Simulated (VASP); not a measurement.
# Al (P6_3/mmc) in VASP: a series of runs

The runs below take Al through single point, with LDA.

All numbers are computed with VASP 6.6.1; they aren't measurements. Logs are shortened: lines on timing, memory, paths and dates and some standing lists are left out, and cuts for length are marked.

## 1. The cell of the first run

The structure is hexagonal, space group P6_3/mmc (No. 194). The conventional cell has a = 2.704 Å, b = 2.704 Å, c = 4.686 Å, α = 90.00°, β = 90.00°, γ = 120.00°. Within 3.6 Å of Al (site symmetry -6m2) lie 12 Al at 2.70 to 2.82 Å.

## 2. Single point, LDA

INCAR reads:

```
ALGO = Normal
EDIFF = 1E-6
ENCUT = 520
GGA = CA
ISIF = 2
ISMEAR = 0
LASPH = T
LCHARG = T
LELF = T
LREAL = F
LVHAR = T
LWAVE = F
NBANDS = 10
NELM = 100
PREC = Accurate
SIGMA = 0.15
```

KPOINTS reads:

```
k-points
0
Gamma
  18 18 10
```

POSCAR reads:

```
Al
1.0
    2.7044000000      0.0000000000      0.0000000000
   -1.3522000000      2.3420791020      0.0000000000
    0.0000000000      0.0000000000      4.6862330202
Al
2
Direct
    0.6666666667      0.3333333333      0.7500000000
    0.3333333333      0.6666666667      0.2500000000
```

Potentials or basis: VASP PAW LDA potentials, release 64 (Al).

Command:

```console
> cat potpaw_LDA.64/Al/POTCAR > POTCAR
> mpirun -np 1 vasp_std > vasp.out
```

OUTCAR:

```text
EDIFF = 1E-6
   ENCUT = 520
   GGA = CA
   ISIF = 2
   ISMEAR = 0
   LASPH = T
   LREAL = F
   NELM = 100
   PREC = Accurate

 ion  position               nearest neighbor table
   1  0.667  0.333  0.750-   2 2.82   2 2.82   2 2.82   2 2.82   2 2.82   2 2.82
   2  0.333  0.667  0.250-   1 2.82   1 2.82   1 2.82   1 2.82   1 2.82   1 2.82

  LATTYP: Found a hexagonal cell.
 ALAT       =     2.7044000000
 C/A-ratio  =     1.7328180078

  Lattice vectors:

 A1 = (   2.7044000000,   0.0000000000,   0.0000000000)
 A2 = (  -1.3522000000,   2.3420791020,   0.0000000000)
 A3 = (   0.0000000000,   0.0000000000,   4.6862330202)

Analysis of symmetry for initial positions (statically):
=====================================================================
 Subroutine PRICEL returns:
 Original cell was already a primitive cell.

 Routine SETGRP: Setting up the symmetry group for a
 hexagonal supercell.

 Subroutine GETGRP returns: Found 24 space group operations
 (whereof 12 operations were pure point group operations)
 out of a pool of 24 trial point group operations.

The static configuration has the point symmetry D_3d.
 The point group associated with its full space group is D_6h.

Analysis of symmetry for dynamics (positions and initial velocities):
=====================================================================
 Subroutine PRICEL returns:
 Original cell was already a primitive cell.

 Routine SETGRP: Setting up the symmetry group for a
 hexagonal supercell.

 Subroutine GETGRP returns: Found 24 space group operations
 (whereof 12 operations were pure point group operations)
 out of a pool of 24 trial point group operations.

The dynamic configuration has the point symmetry D_3d.
 The point group associated with its full space group is D_6h.

 Subroutine INISYM returns: Found 24 space group operations
 (whereof 12 operations are pure point group operations),
 and found     1 'primitive' translations

----------------------------------------------------------------------------------------

                                     Primitive cell

  volume of cell :      29.6822

  direct lattice vectors                    reciprocal lattice vectors
     2.704400000  0.000000000  0.000000000     0.369767786  0.213485531  0.000000000
    -1.352200000  2.342079102  0.000000000     0.000000000  0.426971061  0.000000000
[... 91 lines left out ...]
   ISIF   =      2    stress and relaxation
   ISYM   =      2    0-nonsym 1-usesym 2-fastsym
   POTIM  = 0.5000    time-step for ionic-motion
   TEBEG  =    0.0;   TEEND  =   0.0 temperature during run
   PSTRESS=    0.0 pullay stress
   NELECT =       6.0000    total number of electrons
   NUPDOWN=      -1.0000    fix difference up-down
   EMIN   =  10.00;   EMAX   =-10.00  energy-range for DOS
   EFERMI =   0.00;   METHOD = LEGACY
   ISMEAR =     0;   SIGMA  =   0.15  broadening in eV -4-tet -1-fermi 0-gaus
   EFERMI_NEDOS =   21; number of points for ismear=-14 and -15
   IALGO  =     38    algorithm
   IMIX   =      4    mixing-type and parameters
     AMIX     =   0.40;   BMIX     =  1.00
     AMIX_MAG =   1.60;   BMIX_MAG =  1.00
  volume/ion in A,a.u.               =      14.84       100.15
  Fermi-wavevector in a.u.,A,eV,Ry     =   0.960786  1.815621 12.559658  0.923109
  Thomas-Fermi vector in A             =   2.090100
   LORBIT       =      0    0 simple, 1 ext, 2 COOP (PROOUT), +10 PAW based schemes
   GGA     = CA    functional components
   LHFCALC =     F    Hartree Fock is set to
   AEXX    =    0.0000 exact exchange contribution
   IVDW    =     0    specifies the selected vdW correction
   LEPSILON=     F    determine dielectric tensor
   LRPA    =     F    only Hartree local field effects (RPA)
 non-spin polarized calculation
 Gauss-broadening in eV      SIGMA  =   0.15
  energy-cutoff  :      520.00
  volume of cell :       29.68
 maximum number of plane-waves:       825
 NGX is ok and might be reduce to    20
   NGX =  9   NGY =  9   NGZ = 17

 number of electron       6.0000000 magnetization

 Free energy of the ion-electron system (eV)
  ---------------------------------------------------
  ext. energy  EPLUGINS =         0.00000000
  ---------------------------------------------------
  free energy    TOTEN  =        -8.26089841 eV

  energy without entropy =       -8.25278752  energy(sigma->0) =       -8.25684297

 E-fermi :   8.9279     XC(G=0): -10.7408

 val. band max:        8.9261020147   @ k =   0.3889  -0.0000   0.1000
 cond. band min:       8.9377940932   @ k =   0.3333   0.2778   0.4000
 fundamental gap:      0.0116920785
 Fermi energy:         8.9278938370

 k-point     1 :       0.0000    0.0000    0.0000
  band No.  band energies     occupation
      1      -2.9183      2.00000
      2       3.6336      2.00000
      3       3.6428      2.00000
      4      20.5618      0.00000
      5      21.2539      0.00000
      6      21.2539      0.00000
      7      21.3144      0.00000
      8      21.3144      0.00000
      9      22.4104      0.00000
     10      24.8270      0.00000
[... 287 lines left out ...]
 k-point    24 :       0.3889    0.1111    0.0000
  band No.  band energies     occupation
      1       2.5153      2.00000
      2       5.2829      2.00000
      3       8.7601      1.88638
      4       9.0007      0.49221
      5      11.2725      0.00000
      6      11.6342      0.00000
      7      13.4297      0.00000
      8      18.6164      0.00000
      9      18.7149      0.00000
     10      20.8151      0.00000

 [... further k-points ...]

------------------------ aborting loop because EDIFF is reached ----------------------------------------

  FORCE on cell =-STRESS in cart. coord.  units (eV):
  Direction    XX          YY          ZZ          XY          YZ          ZX
  --------------------------------------------------------------------------------------
  -------------------------------------------------------------------------------------
  Total        1.6021183      1.6021183      0.8206484      0.0000000      0.0000000      0.0000000
  in kB       86.4786274     86.4786274     44.2966944      0.0000000      0.0000000      0.0000000
  external PRESSURE =      72.4179831 kB  Pullay stress =       0.0000000 kB

 VOLUME and BASIS-vectors are now :
 -----------------------------------------------------------------------------
  energy-cutoff  :      520.00
  volume of cell :       29.68
      direct lattice vectors                 reciprocal lattice vectors
     2.704400000  0.000000000  0.000000000     0.369767786  0.213485531  0.000000000
    -1.352200000  2.342079102  0.000000000     0.000000000  0.426971061  0.000000000
     0.000000000  0.000000000  4.686233020     0.000000000  0.000000000  0.213391011

 POSITION                                       TOTAL-FORCE (eV/Angst)
 -----------------------------------------------------------------------------------
      1.35220      0.78069      3.51467         0.000000     -0.000000      0.000000
     -0.00000      1.56139      1.17156        -0.000000      0.000000      0.000000
 -----------------------------------------------------------------------------------
    total drift:                                0.000000     -0.000000     -0.000000

  FREE ENERGIE OF THE ION-ELECTRON SYSTEM (eV)
  ---------------------------------------------------
  free  energy   TOTEN  =        -8.2608984117 eV

  energy  without entropy=       -8.2527875201  energy(sigma->0) =       -8.25684297
```

OSZICAR:

```text
N       E                     dE             d eps       ncg     rms          rms(c)
DAV:   1    -0.399408879072E+00   -0.39941E+00   -0.23658E+03  4440   0.476E+02
DAV:   2    -0.816891827636E+01   -0.77695E+01   -0.75283E+01  5932   0.580E+01
DAV:   3    -0.832743426867E+01   -0.15852E+00   -0.15706E+00  5866   0.644E+00
DAV:   4    -0.832797497316E+01   -0.54070E-03   -0.54067E-03  5354   0.439E-01
DAV:   5    -0.832797746861E+01   -0.24954E-05   -0.24950E-05  5286   0.303E-02    0.222E+00
DAV:   6    -0.828714028712E+01    0.40837E-01   -0.42850E-03  4926   0.296E-01    0.123E+00
DAV:   7    -0.826115465977E+01    0.25986E-01   -0.97929E-03  4646   0.441E-01    0.205E-01
DAV:   8    -0.826089903541E+01    0.25562E-03   -0.17471E-04  6094   0.706E-02    0.125E-02
DAV:   9    -0.826089841174E+01    0.62367E-06   -0.86416E-07  4904   0.573E-03
   1 F= -.82608984E+01 E0= -.82568430E+01  d E =-.811089E-02
```

stdout:

```text
POSCAR found type information on POSCAR Al
 POSCAR found :  1 types and       2 ions
 scaLAPACK will be used
 LDA part: xc-table for (Slater(with rela. corr.)+CA(PZ))
 , standard interpolation
 POSCAR, INCAR and KPOINTS ok, starting setup
 FFT: planning ... GRIDC
 FFT: planning ... GRID_SOFT
 FFT: planning ... GRID
 WAVECAR not read
 entering main loop
```

It took 17 s on 1 thread of Intel Xeon 6975P-C (Granite Rapids), shared host; peak memory 0.16 GiB.

What came out:

```
Free energy            : -8.2609 eV
Pressure               : 7.2 GPa
Band gap on the k mesh : zero (band 3 reaches 12.80 eV, above the bottom of band 4 at 5.73 eV)
```

Levels at points of the mesh, in eV from the Fermi level:
```tsv
k point	band 1	band 2	band 3	band 4	band 5	band 6
(0.00, 0.00, 0.00)	-11.85	-5.29	-5.29	11.63	12.33	12.33
(0.50, 0.00, 0.00)	-5.33	-5.31	0.60	0.76	1.33	1.60
(0.00, 0.00, 0.50)	-10.18	-10.18	2.52	2.52	13.16	13.16
(0.50, 0.00, 0.50)	-4.14	-4.14	-3.20	-3.20	7.66	7.66
```

## 3. Single point, LDA

This run uses another cell than the first one, of 14.88 Å³/atom, 1.003 times its volume.

INCAR reads:

```
SYSTEM = Al
  PREC = Accurate
  ENCUT = 520
  EDIFF = 1E-6
  ISMEAR = 0
  SIGMA = 0.15
  LREAL = .False.
  LASPH = .True.
  NELM = 100
  ALGO = Normal
  ISIF = 2
  LWAVE = .False.
  LCHARG = .True.
  GGA = CA
  LELF = .True.
  LVHAR = .True.
  NBANDS = 10
```

KPOINTS reads:

```
Automatic mesh
0
Gamma
  18 18 10
  0 0 0
```

POSCAR reads:

```
Al
1.0
    2.6553000000      0.0000000000      0.0000000000
   -1.3276500000      2.2995572547      0.0000000000
    0.0000000000      0.0000000000      4.8737000000
Al
2
Direct
    0.6666666667      0.3333333333      0.7500000000
    0.3333333333      0.6666666667      0.2500000000
```

Potentials or basis: VASP PAW LDA potentials, release 64 (Al).

Command:

```console
> cat potpaw_LDA.64/Al/POTCAR > POTCAR
> mpirun -np 1 vasp_std > vasp.out
```

OUTCAR:

```text
SYSTEM = Al
   PREC = Accurate
   ENCUT = 520
   EDIFF = 1E-6
   ISMEAR = 0
   LREAL = .False.
   LASPH = .True.
   NELM = 100
   ISIF = 2
   GGA = CA

 ion  position               nearest neighbor table
   1  0.667  0.333  0.750-   2 2.88   2 2.88   2 2.88   2 2.88   2 2.88   2 2.88
   2  0.333  0.667  0.250-   1 2.88   1 2.88   1 2.88   1 2.88   1 2.88   1 2.88

  LATTYP: Found a hexagonal cell.
 ALAT       =     2.6553000000
 C/A-ratio  =     1.8354611532

  Lattice vectors:

 A1 = (   2.6553000000,   0.0000000000,   0.0000000000)
 A2 = (  -1.3276500000,   2.2995572547,   0.0000000000)
 A3 = (   0.0000000000,   0.0000000000,   4.8737000000)

Analysis of symmetry for initial positions (statically):
=====================================================================
 Subroutine PRICEL returns:
 Original cell was already a primitive cell.

 Routine SETGRP: Setting up the symmetry group for a
 hexagonal supercell.

 Subroutine GETGRP returns: Found 24 space group operations
 (whereof 12 operations were pure point group operations)
 out of a pool of 24 trial point group operations.

The static configuration has the point symmetry D_3d.
[... 173 lines left out ...]
      1      -2.9362      2.00000
      2       2.9173      2.00000
      3       3.3501      2.00000
      4      19.3258      0.00000
      5      20.4212      0.00000
      6      21.9691      0.00000
      7      21.9691      0.00000
      8      22.2480      0.00000
      9      22.2480      0.00000
     10      25.5883      0.00000
[... 287 lines left out ...]
 k-point    24 :       0.3889    0.1111    0.0000
  band No.  band energies     occupation
      1       2.6875      2.00000
      2       5.5146      2.00000
      3       8.5265      1.99841
      4       8.7080      1.85190
      5      11.0582      0.00000
      6      11.6829      0.00000
      7      13.7471      0.00000
      8      18.4847      0.00000
      9      18.9534      0.00000
     10      21.4914      0.00000

 [... further k-points ...]

------------------------ aborting loop because EDIFF is reached ----------------------------------------

  FORCE on cell =-STRESS in cart. coord.  units (eV):
  Direction    XX          YY          ZZ          XY          YZ          ZX
  --------------------------------------------------------------------------------------
  -------------------------------------------------------------------------------------
  Total        2.2845356      2.2845356      0.1089439      0.0000000     -0.0000000      0.0000000
  in kB      122.9962590    122.9962590      5.8653904      0.0000000     -0.0000000      0.0000000
  external PRESSURE =      83.9526362 kB  Pullay stress =       0.0000000 kB

 VOLUME and BASIS-vectors are now :
 -----------------------------------------------------------------------------
  energy-cutoff  :      520.00
  volume of cell :       29.76
      direct lattice vectors                 reciprocal lattice vectors
     2.655300000  0.000000000  0.000000000     0.376605280  0.217433160  0.000000000
    -1.327650000  2.299557255  0.000000000     0.000000000  0.434866320  0.000000000
     0.000000000  0.000000000  4.873700000     0.000000000  0.000000000  0.205182921

 POSITION                                       TOTAL-FORCE (eV/Angst)
 -----------------------------------------------------------------------------------
      1.32765      0.76652      3.65528         0.000000     -0.000000      0.000000
     -0.00000      1.53304      1.21843         0.000000      0.000000      0.000000
 -----------------------------------------------------------------------------------
    total drift:                               -0.000000      0.000000     -0.000000

  FREE ENERGIE OF THE ION-ELECTRON SYSTEM (eV)
  ---------------------------------------------------
  free  energy   TOTEN  =        -8.2074496366 eV

  energy  without entropy=       -8.1996581293  energy(sigma->0) =       -8.20355388
```

Wall time 18 s (1 thread of Intel Xeon 6975P-C (Granite Rapids), shared host); peak memory 0.16 GiB.

What came out:

```
Free energy            : -8.2074 eV
Pressure               : 8.4 GPa
Band gap on the k mesh : zero (band 3 reaches 12.16 eV, above the bottom of band 4 at 5.86 eV)
```

Levels at points of the mesh, in eV from the Fermi level:
| k point | band 1 | band 2 | band 3 | band 4 | band 5 | band 6 |
| --- | --- | --- | --- | --- | --- | --- |
| (0.00, 0.00, 0.00) | -11.80 | -5.94 | -5.51 | 10.46 | 11.56 | 13.11 |
| (0.50, 0.00, 0.00) | -5.11 | -4.98 | 0.31 | 0.69 | 1.26 | 1.34 |
| (0.00, 0.00, 0.50) | -10.26 | -10.26 | 1.53 | 1.53 | 13.85 | 13.85 |
| (0.50, 0.00, 0.50) | -4.02 | -4.02 | -3.00 | -3.00 | 7.36 | 7.36 |

## 4. Single point, LDA

This run uses another cell than the first one, of 14.98 Å³/atom, 1.009 times its volume.

INCAR reads:

```
SYSTEM = Al
PREC = Accurate
ENCUT = 520
EDIFF = 1E-7
ISMEAR = 0
SIGMA = 0.15
LREAL = .FALSE.
LASPH = .TRUE.
NELM = 100
ALGO = Normal
ISIF = 2
LWAVE = .FALSE.
LCHARG = .FALSE.
NBANDS = 10
```

KPOINTS reads:

```
Automatic mesh
0
G
  18 18 10
  0 0 0
```

POSCAR reads:

```
Al
1.0
    2.8024648109      0.0000000000      0.0000000000
   -1.4012324054      2.4270057195      0.0000000000
    0.0000000000      0.0000000000      4.4051000000
Al
2
Direct
    0.6666666667      0.3333333333      0.7500000000
    0.3333333333      0.6666666667      0.2500000000
```

Command:

```console
> cat potpaw_LDA.64/Al/POTCAR > POTCAR
> mpirun -np 1 vasp_std > vasp.out
```

It took 20 s on 1 thread of Intel Xeon 6975P-C (Granite Rapids), shared host; peak memory 0.17 GiB.

The run converged. Its results:

| Quantity | Value |
| --- | --- |
| Free energy | -8.2728 eV |
| Pressure | 6.0 GPa |
| Band gap on the k mesh | zero (band 3 reaches 13.76 eV, above the bottom of band 4 at 5.42 eV) |

Stress tensor (GPa, compression positive):
```
4.59 0.00 0.00
0.00 4.59 0.00
0.00 0.00 8.76
```

Levels at points of the mesh, in eV from the Fermi level:
| k point | band 1 | band 2 | band 3 | band 4 | band 5 | band 6 | band 7 |
| --- | --- | --- | --- | --- | --- | --- | --- |
| (0.00, 0.00, 0.00) | -11.79 | -4.70 | -4.04 | 10.61 | 10.61 | 10.97 | 10.97 |
| (0.50, 0.00, 0.00) | -5.77 | -5.59 | 0.64 | 1.50 | 1.66 | 2.21 | 5.51 |
| (0.00, 0.00, 0.50) | -9.90 | -9.90 | 4.39 | 4.39 | 11.87 | 11.87 | 11.87 |
| (0.50, 0.00, 0.50) | -4.26 | -4.26 | -3.42 | -3.42 | 7.10 | 7.10 | 7.83 |

(Part 1 of 2 ends here.)
